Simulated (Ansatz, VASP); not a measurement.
## Two plane-wave programs on Ti

```
CELL_PARAMETERS angstrom
2.90032 0.00000 0.00000
-1.45016 2.51175 0.00000
0.00000 0.00000 4.59107
ATOMIC_POSITIONS crystal
Ti 0.33333 0.66667 0.25000
Ti 0.66667 0.33333 0.75000
```

Alike in both runs: functional PBEsol; k mesh 18 × 18 × 10; occupations gaussian, width 0.1 eV; no spin polarisation.

Ansatz relaxed the structure, and its values are those at the end. VASP's run is a single point on that final structure, the one shown.

|  | VASP | Ansatz |
| --- | --- | --- |
| version | VASP 6.6.1 | Ansatz 0.2.0 |
| potentials or method | VASP PAW PBE potentials, release 64 (Ti_sv), cutoff 520 eV | scalar-relativistic, plane waves, PAW |
| valence electrons in the cell | 24 | 24 |

Ansatz gave:

| Item | Value |
| --- | --- |
| gap on the k mesh at the Fermi level (eV) | none |
| pressure (GPa) | 0.0 |

Problem. Estimate VASP's values.

Solution. gap on the k mesh at the Fermi level (eV): none; pressure (GPa): -0.3.

VASP's potentials were made for PBE, not for PBEsol. A gap of «none» marks a metal or a gap that the smearing closes.
